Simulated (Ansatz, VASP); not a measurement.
Mg4S: VASP beside Ansatz

```
Mg S
1.0
    -4.72256    4.72256    5.04400
     4.72256   -4.72256    5.04400
     4.72256    4.72256   -5.04400
Mg S
8 2
Direct
  0.97853 0.47853 0.16073
  0.31781 0.81781 0.83927
  0.47853 0.31781 0.50000
  0.81781 0.97853 0.50000
  0.18219 0.02147 0.50000
  0.52147 0.68219 0.50000
  0.68219 0.18219 0.16073
  0.02147 0.52147 0.83927
  0.75000 0.25000 0.50000
  0.25000 0.75000 0.50000
```

Alike in both runs: functional PBE; k mesh 3 × 3 × 3; occupations gaussian, width 0.2 eV; no spin polarisation.

Ansatz relaxed the structure, and its values are those at the end. VASP's run is a single point on that final structure, the one shown.

|  | VASP | Ansatz |
| --- | --- | --- |
| version | VASP 6.6.1 | Ansatz 0.2.0 |
| potentials or method | VASP PAW PBE potentials, release 64 (Mg, S), cutoff 520 eV | scalar-relativistic, plane waves, PAW |
| valence electrons in the cell | 28 | 92 |

```tsv
	VASP	Ansatz	Ansatz less VASP
gap on the k mesh at the Fermi level (eV)	none	none	-
pressure (GPa)	0.0	0.1	+0.04
rms of the force components (eV/Å)	0.013	0.011	-0.0016
```

A gap of «none» marks a metal or a gap that the smearing closes. The functional is the same, so the differences come from potentials, cutoffs and numerics. VASP's potentials hold 28 valence electrons a cell and Ansatz's 92, so a difference there can come from the potentials and not from the codes.
